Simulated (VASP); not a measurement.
Write the native input for VASP 6.6.1 that does the following.

| Property | Result |
| --- | --- |
| Task | single point |
| Functional | LDA |
| Potentials or basis | VASP PAW LDA potentials, release 64 (Sb) |
| Cutoff | 520 eV |
| k mesh | 12 × 12 × 7 |
| Occupations | fermi-dirac, width 0.03 eV |
| Spin | no spin polarisation |
| Dipole correction | no |
| Further INCAR settings | ALGO = Normal; EDIFF = 1e-06; NBANDS = 12 |

The structure of Sb lies in POSCAR:

```
Sb
1.0
    3.4133342133      0.0000000000      0.0000000000
   -1.7066671067      2.9560341404      0.0000000000
    0.0000000000      0.0000000000      5.4001396224
Sb
2
Direct
    0.3333333333      0.6666666667      0.2500000000
    0.6666666667      0.3333333333      0.7500000000
```

This cell differs from its parent crystal: volume scaled by 1.04.

The input as run:

INCAR

```
SYSTEM = Sb
PREC = Accurate ; ENCUT = 520
EDIFF = 1E-6 ; ISMEAR = -1
SIGMA = 0.03 ; LREAL = .FALSE.
LASPH = .TRUE. ; NELM = 100
ALGO = Normal ; ISIF = 2
LWAVE = .FALSE. ; LCHARG = .TRUE.
LELF = .TRUE. ; LVHAR = .TRUE.
NBANDS = 12
```

KPOINTS

```
regular mesh
0
G
  12 12 7
  0 0 0
```

Potentials or basis: VASP PAW LDA potentials, release 64 (Sb).

Launch:

```console
$ cat potpaw_LDA.64/Sb/POTCAR > POTCAR
$ mpirun -np 1 vasp_std > vasp.out
```

Results of the run:

```json
{"Pressure": "-3.7 GPa", "Band gap on the k mesh": "zero (band 5 reaches 12.01 eV, above the bottom of band 6 at 5.49 eV)"}
```

Caveat: spin-orbit coupling is left out, which moves the levels of the heavy elements.

Run time: 41 s on 1 thread of AMD EPYC 7R43 64-Core Processor (Zen 3), with other jobs on the host, peak memory 0.14 GiB.
